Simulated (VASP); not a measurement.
# Mg3ZrN2 in VASP: further runs

Runs on Mg3ZrN2. Level: PBE. Tasks: single point.

Program: VASP 6.6.1. These are calculated values, not measurements. Logs are shortened: lines on timing, memory, paths and dates and some standing lists are left out, and cuts for length are marked.

## (1) The cell of the first run

The structure is tetragonal, space group I4/mmm (No. 139). Conventional cell: a = 4.436 Å, b = 4.436 Å, c = 9.024 Å, α = 90.00°, β = 90.00°, γ = 90.00°. Mg (site symmetry -4m2) has 2 N at 2.26 Å within 3.0 Å. Mg (site symmetry 4/mmm) has 4 N at 2.22 Å within 2.9 Å. Within 2.9 Å of Zr (site symmetry 4/mmm) lie 4 N at 2.22 Å. Within 2.9 Å of N (site symmetry mmm) lie 4 Mg at 2.22 to 2.26 Å and 2 Zr at 2.22 Å.

## (2) Single point, PBE

The input, INCAR:

```
PREC = Accurate ; ENCUT = 600
EDIFF = 1E-6 ; ISMEAR = 0
SIGMA = 0.2 ; LREAL = F
LASPH = T ; NELM = 120
ALGO = Normal ; ISIF = 2
LWAVE = F ; LCHARG = F
GGA = PE ; NBANDS = 23
GGA_COMPAT = F
```

The input, KPOINTS:

```
regular mesh
0
Gamma
  5 5 5
```

The input, POSCAR:

```
Mg3ZrN2
1.0
   -2.2181772772      2.2181772772      4.5120439663
    2.2181772772     -2.2181772772      4.5120439663
    2.2181772772      2.2181772772     -4.5120439663
Mg Zr N
3 1 2
Direct
    0.7500000000      0.2500000000      0.5000000000
    0.2500000000      0.7500000000      0.5000000000
    0.5000000000      0.5000000000      0.0000000000
    0.0000000000      0.0000000000      0.0000000000
    0.0000000000      0.5000000000      0.5000000000
    0.5000000000      0.0000000000      0.5000000000
```

Potentials or basis: VASP PAW PBE potentials, release 64 (Mg, Zr_sv, N).

On the command line:

```console
$ cat potpaw_PBE.64/Mg/POTCAR potpaw_PBE.64/Zr_sv/POTCAR potpaw_PBE.64/N/POTCAR > POTCAR
$ mpirun -np 1 vasp_std > vasp.out
```

OUTCAR:

```text
PREC = Accurate
   ENCUT = 600
   EDIFF = 1E-6
   ISMEAR = 0
   LREAL = F
   LASPH = T
   NELM = 120
   ISIF = 2
   GGA = PE

 ion  position               nearest neighbor table
   1  0.750  0.250  0.500-   5 2.26   6 2.26   2 3.14   2 3.14   2 3.14   2 3.14   3 3.16   3 3.16
                             4 3.16   4 3.16   4 3.16   3 3.16   4 3.16   3 3.16
   2  0.250  0.750  0.500-   5 2.26   6 2.26   1 3.14   1 3.14   1 3.14   1 3.14   4 3.16   4 3.16
                             3 3.16   3 3.16   4 3.16   3 3.16   4 3.16   3 3.16
   3  0.500  0.500  0.000-   5 2.22   6 2.22   6 2.22   5 2.22   4 3.14   4 3.14   4 3.14   4 3.14
                             1 3.16   1 3.16   2 3.16   2 3.16   2 3.16   1 3.16   2 3.16   1 3.16
   4  0.000  0.000  0.000-   5 2.22   6 2.22   5 2.22   6 2.22   3 3.14   3 3.14   3 3.14   3 3.14
                             2 3.16   2 3.16   1 3.16   1 3.16   2 3.16   1 3.16   2 3.16   1 3.16
   5  0.000  0.500  0.500-   3 2.22   4 2.22   4 2.22   3 2.22   1 2.26   2 2.26
   6  0.500  0.000  0.500-   3 2.22   4 2.22   3 2.22   4 2.22   1 2.26   2 2.26

  LATTYP: Found a body centered tetragonal cell.
 ALAT       =     4.4363545544
 C/A-ratio  =     2.0341223457

  Lattice vectors:

 A1 = (  -2.2181772772,   2.2181772772,   4.5120439663)
 A2 = (   2.2181772772,  -2.2181772772,   4.5120439663)
 A3 = (   2.2181772772,   2.2181772772,  -4.5120439663)

Analysis of symmetry for initial positions (statically):
=====================================================================
 Subroutine PRICEL returns:
 Original cell was already a primitive cell.

 Routine SETGRP: Setting up the symmetry group for a
 body centered tetragonal supercell.

 Subroutine GETGRP returns: Found 16 space group operations
 (whereof 16 operations were pure point group operations)
 out of a pool of 16 trial point group operations.

The static configuration has the point symmetry D_4h.

Analysis of symmetry for dynamics (positions and initial velocities):
=====================================================================
 Subroutine PRICEL returns:
 Original cell was already a primitive cell.

 Routine SETGRP: Setting up the symmetry group for a
 body centered tetragonal supercell.

 Subroutine GETGRP returns: Found 16 space group operations
 (whereof 16 operations were pure point group operations)
 out of a pool of 16 trial point group operations.

The dynamic configuration has the point symmetry D_4h.

 Subroutine INISYM returns: Found 16 space group operations
 (whereof 16 operations are pure point group operations),
 and found     1 'primitive' translations

----------------------------------------------------------------------------------------

                                     Primitive cell

  volume of cell :      88.8026

  direct lattice vectors                    reciprocal lattice vectors
    -2.218177277  2.218177277  4.512043966     0.000000000  0.225410298  0.110814523
     2.218177277 -2.218177277  4.512043966     0.225410298  0.000000000  0.110814523
     2.218177277  2.218177277 -4.512043966     0.225410298  0.225410298  0.000000000

  length of vectors
     5.495376386  5.495376386  5.495376386     0.251176553  0.251176553  0.318778300

  position of ions in fractional coordinates (direct lattice)
     0.750000000  0.250000000  0.500000000
     0.250000000  0.750000000  0.500000000
     0.500000000  0.500000000  0.000000000
     0.000000000  0.000000000  0.000000000
     0.000000000  0.500000000  0.500000000
     0.500000000  0.000000000  0.500000000

  ion indices of the primitive-cell ions
   primitive index   ion index
                 1           1
                 2           2
                 3           3
                 4           4
                 5           5
                 6           6

----------------------------------------------------------------------------------------

 KPOINTS: regular mesh

Automatic generation of k-mesh.
 Grid dimensions read from file:
 generate k-points for:    5    5    5

 Generating k-lattice:

  Cartesian coordinates                     Fractional coordinates (reciprocal lattice)
     0.000000000  0.045082060  0.022162905     0.200000000 -0.000000000  0.000000000
     0.045082060  0.000000000  0.022162905    -0.000000000  0.200000000  0.000000000
     0.045082060  0.045082060  0.000000000     0.000000000  0.000000000  0.200000000

  Length of vectors
     0.050235311  0.050235311  0.063755660

  Shift w.r.t. Gamma in fractional coordinates (k-lattice)
     0.000000000  0.000000000  0.000000000

 Subroutine IBZKPT returns following result:
 ===========================================

 Found     18 irreducible k-points:

 Following reciprocal coordinates:
            Coordinates               Weight
  0.000000  0.000000  0.000000      1.000000
  0.200000 -0.000000  0.000000      8.000000
  0.400000  0.000000  0.000000      8.000000
  0.200000  0.200000  0.000000      8.000000
  0.400000  0.200000  0.000000     16.000000
 -0.400000  0.200000 -0.000000     16.000000
[... 10 lines left out ...]
 -0.400000  0.400000  0.400000      4.000000
 -0.400000 -0.400000  0.400000      2.000000
   k-points           NKPTS =     18   k-points in BZ     NKDIM =     18   number of bands    NBANDS=     23
   number of dos      NEDOS =    301   number of ions     NIONS =      6
   total plane-waves  NPLWV = 110592
   dimension x,y,z NGX =    48 NGY =   48 NGZ =   48
   dimension x,y,z NGXF=    96 NGYF=   96 NGZF=   96
   ions per type =               3   1   2
   NGX,Y,Z   is equivalent  to a cutoff of  14.52, 14.52, 14.52 a.u.
   NGXF,Y,Z  is equivalent  to a cutoff of  29.04, 29.04, 29.04 a.u.
 SYSTEM =  unknown system
   PREC   = accura    normal or accurate (medium, high low for compatibility)
   ISTART =      0    job   : 0-new  1-cont  2-samecut
   ICHARG =      2    charge: 1-file 2-atom 10-const
   ISPIN  =      1    spin polarized calculation?
   LNONCOLLINEAR =      F non collinear calculations
   LSORBIT =      F    spin-orbit coupling
   LASPH  =      T    aspherical Exc in radial PAW
   ENCUT  =  600.0 eV  44.10 Ry    6.64 a.u.  10.98 10.98 10.98*2*pi/ulx,y,z
   NELM   =    120;   NELMIN=  2; NELMDL= -5     # of ELM steps
   EDIFF  = 0.1E-05   stopping-criterion for ELM
   LREAL  =      F    real-space projection
   EDIFFG = 0.1E-04   stopping-criterion for IOM
   NSW    =      0    number of steps for IOM
   IBRION =     -1    ionic relax: 0-MD 1-quasi-New 2-CG
   NFREE  =      0    steps in history (QN), initial steepest desc. (CG)
   ISIF   =      2    stress and relaxation
   ISYM   =      2    0-nonsym 1-usesym 2-fastsym
   POTIM  = 0.5000    time-step for ionic-motion
   TEBEG  =    0.0;   TEEND  =   0.0 temperature during run
   PSTRESS=    0.0 pullay stress
   NELECT =      28.0000    total number of electrons
   NUPDOWN=      -1.0000    fix difference up-down
   EMIN   =  10.00;   EMAX   =-10.00  energy-range for DOS
   EFERMI =   0.00;   METHOD = LEGACY
   ISMEAR =     0;   SIGMA  =   0.20  broadening in eV -4-tet -1-fermi 0-gaus
   EFERMI_NEDOS =   21; number of points for ismear=-14 and -15
   IALGO  =     38    algorithm
   IMIX   =      4    mixing-type and parameters
     AMIX     =   0.40;   BMIX     =  1.00
     AMIX_MAG =   1.60;   BMIX_MAG =  1.00
  volume/ion in A,a.u.               =      14.80        99.88
  Fermi-wavevector in a.u.,A,eV,Ry     =   1.114258  2.105641 16.892583  1.241570
  Thomas-Fermi vector in A             =   2.250851
   LORBIT       =      0    0 simple, 1 ext, 2 COOP (PROOUT), +10 PAW based schemes
   GGA     = PE    functional components
   LHFCALC =     F    Hartree Fock is set to
   AEXX    =    0.0000 exact exchange contribution
   IVDW    =     0    specifies the selected vdW correction
   LEPSILON=     F    determine dielectric tensor
   LRPA    =     F    only Hartree local field effects (RPA)
 non-spin polarized calculation
 Gauss-broadening in eV      SIGMA  =   0.20
  energy-cutoff  :      600.00
  volume of cell :       88.80
 maximum number of plane-waves:      2981
 NGX is ok and might be reduce to    48
   NGX = 21   NGY = 21   NGZ = 21

 number of electron      28.0000001 magnetization

 Free energy of the ion-electron system (eV)
  ---------------------------------------------------
  ext. energy  EPLUGINS =         0.00000000
  ---------------------------------------------------
  free energy    TOTEN  =       -33.91624458 eV

  energy without entropy =      -33.88277191  energy(sigma->0) =      -33.89950824

 E-fermi :   5.5806     XC(G=0): -10.1895

 val. band max:        5.5723295347   @ k =  -0.2000   0.2000   0.2000
 cond. band min:       5.5924165914   @ k =  -0.2000   0.2000   0.2000
 fundamental gap:      0.0200870567
 Fermi energy:         5.5805617021

 k-point     1 :       0.0000    0.0000    0.0000
  band No.  band energies     occupation
      1     -43.3976      2.00000
      2     -21.5095      2.00000
      3     -21.5095      2.00000
      4     -21.4911      2.00000
      5      -9.1489      2.00000
      6      -8.2856      2.00000
[... 15 lines left out ...]
     22      11.4343      0.00000
     23      11.6543      0.00000

 k-point     2 :       0.2000   -0.0000    0.0000
  band No.  band energies     occupation
      1     -43.3972      2.00000
      2     -21.5371      2.00000
      3     -21.5085      2.00000
      4     -21.4905      2.00000
      5      -8.9528      2.00000
      6      -8.1954      2.00000
[... 15 lines left out ...]
     22      11.3357      0.00000
     23      12.1644      0.00000

 k-point     3 :       0.4000    0.0000    0.0000
  band No.  band energies     occupation
      1     -43.3966      2.00000
      2     -21.5811      2.00000
      3     -21.5069      2.00000
      4     -21.4896      2.00000
      5      -8.6765      2.00000
      6      -7.9609      2.00000
[... 15 lines left out ...]
     22      11.5510      0.00000
     23      11.7868      0.00000
[... 339 lines left out ...]
 k-point    17 :      -0.4000    0.4000    0.4000
  band No.  band energies     occupation
      1     -43.3971      2.00000
      2     -21.5374      2.00000
      3     -21.5088      2.00000
      4     -21.4934      2.00000
      5      -8.8578      2.00000
      6      -8.2468      2.00000
[... 15 lines left out ...]
     22      11.3687      0.00000
     23      12.0448      0.00000

 k-point    18 :      -0.4000   -0.4000    0.4000
  band No.  band energies     occupation
      1     -43.3975      2.00000
      2     -21.5099      2.00000
      3     -21.5099      2.00000
      4     -21.4947      2.00000
      5      -9.0452      2.00000
      6      -8.3389      2.00000
[... 15 lines left out ...]
     22      11.7952      0.00000
     23      11.8368      0.00000

------------------------ aborting loop because EDIFF is reached ----------------------------------------

  FORCE on cell =-STRESS in cart. coord.  units (eV):
  Direction    XX          YY          ZZ          XY          YZ          ZX
  --------------------------------------------------------------------------------------
  -------------------------------------------------------------------------------------
  Total       -0.0315377     -0.0315377     -0.0622890      0.0000000     -0.0000000      0.0000000
  in kB       -0.5690025     -0.5690025     -1.1238182      0.0000000     -0.0000000      0.0000000
  external PRESSURE =      -0.7539411 kB  Pullay stress =       0.0000000 kB

 VOLUME and BASIS-vectors are now :
 -----------------------------------------------------------------------------
  energy-cutoff  :      600.00
  volume of cell :       88.80
      direct lattice vectors                 reciprocal lattice vectors
    -2.218177277  2.218177277  4.512043966     0.000000000  0.225410298  0.110814523
     2.218177277 -2.218177277  4.512043966     0.225410298  0.000000000  0.110814523
     2.218177277  2.218177277 -4.512043966     0.225410298  0.225410298  0.000000000

 POSITION                                       TOTAL-FORCE (eV/Angst)
 -----------------------------------------------------------------------------------
      0.00000      2.21818      2.25602         0.000000      0.000000      0.000000
      2.21818      0.00000      2.25602        -0.000000     -0.000000      0.000000
      0.00000      0.00000      4.51204        -0.000000      0.000000     -0.000000
      0.00000      0.00000      0.00000        -0.000000      0.000000     -0.000000
      2.21818      0.00000      0.00000        -0.000000      0.000000     -0.000000
      0.00000      2.21818      0.00000        -0.000000      0.000000     -0.000000
 -----------------------------------------------------------------------------------
    total drift:                               -0.000000      0.000000      0.000000

  FREE ENERGIE OF THE ION-ELECTRON SYSTEM (eV)
  ---------------------------------------------------
  free  energy   TOTEN  =       -33.9162445825 eV

  energy  without entropy=      -33.8827719055  energy(sigma->0) =      -33.89950824
```

Run time: 64 s. Hardware: 1 thread of Intel Xeon 6975P-C (Granite Rapids), shared host; peak memory 0.34 GiB.

Results:

```yaml
Free_energy: -33.9162 eV
Pressure: -0.1 GPa
Band_gap_on_the_k_mesh: zero (band 14 reaches 6.04 eV, above the bottom of band 15 at 4.95 eV)
```

Caveat: the k points lie up to 0.40 Å⁻¹ apart.

## (3) Single point, PBE

This run uses another cell than the first one, of 14.86 Å³/atom, 1.004 times its volume.

The input, INCAR:

```
  PREC = Accurate
  ENCUT = 600
  EDIFF = 1E-6
  ISMEAR = 0
  SIGMA = 0.2
  LREAL = F
  LASPH = T
  NELM = 120
  ALGO = Normal
  ISIF = 2
  LWAVE = F
  LCHARG = T
  GGA = PE
  LELF = T
  LVHAR = T
  NBANDS = 23
  GGA_COMPAT = F
```

KPOINTS is that of step 2.

The input, POSCAR:

```
Mg3ZrN2
1.0
   -2.2433013454      2.2433013454      4.4289604079
    2.2433013454     -2.2433013454      4.4289604079
    2.2433013454      2.2433013454     -4.4289604079
Mg Zr N
3 1 2
Direct
    0.6608615042      0.1608615042      0.5000000000
    0.1608615042      0.6608615042      0.5000000000
    0.9110473043      0.9110473043      0.0000000000
    0.4107605243      0.4107605243      0.0000000000
    0.1747483409      0.1747483409      0.0000000000
    0.6466525721      0.6466525721      0.0000000000
```

Potentials or basis: VASP PAW PBE potentials, release 64 (Mg, Zr_sv, N).

On the command line:

```console
$ cat potpaw_PBE.64/Mg/POTCAR potpaw_PBE.64/Zr_sv/POTCAR potpaw_PBE.64/N/POTCAR > POTCAR
$ mpirun -np 1 vasp_std > vasp.out
```

Run time: 54 s. Hardware: 1 thread of Intel Xeon 6975P-C (Granite Rapids), shared host; peak memory 0.34 GiB.

It converged, with:

| Quantity | Value |
| --- | --- |
| Free energy | -32.6442 eV |
| Pressure | -0.2 GPa |
| Largest force | 0.096 eV/Å |
| Band gap on the k mesh | zero (band 14 reaches 5.40 eV, above the bottom of band 15 at 5.25 eV) |

Forces in eV/Å, atoms in the order of the input:
```
Mg   0.000  0.000 -0.002
Mg   0.000  0.000 -0.002
Mg   0.000  0.000 -0.006
Zr   0.000  0.000  0.001
N    0.000  0.000 -0.088
N    0.000  0.000  0.096
```

Stress tensor (GPa, compression positive):
```
-0.13  0.00  0.00
 0.00 -0.13  0.00
 0.00  0.00 -0.30
```

Levels at points of the mesh, in eV from the Fermi level:
| k point | band 12 | band 13 | band 14 | band 15 | band 16 | band 17 |
| --- | --- | --- | --- | --- | --- | --- |
| (0.00, 0.00, 0.00) | -1.38 | -1.38 | -0.90 | 0.95 | 2.61 | 2.61 |

Caveat: the k points lie up to 0.40 Å⁻¹ apart.
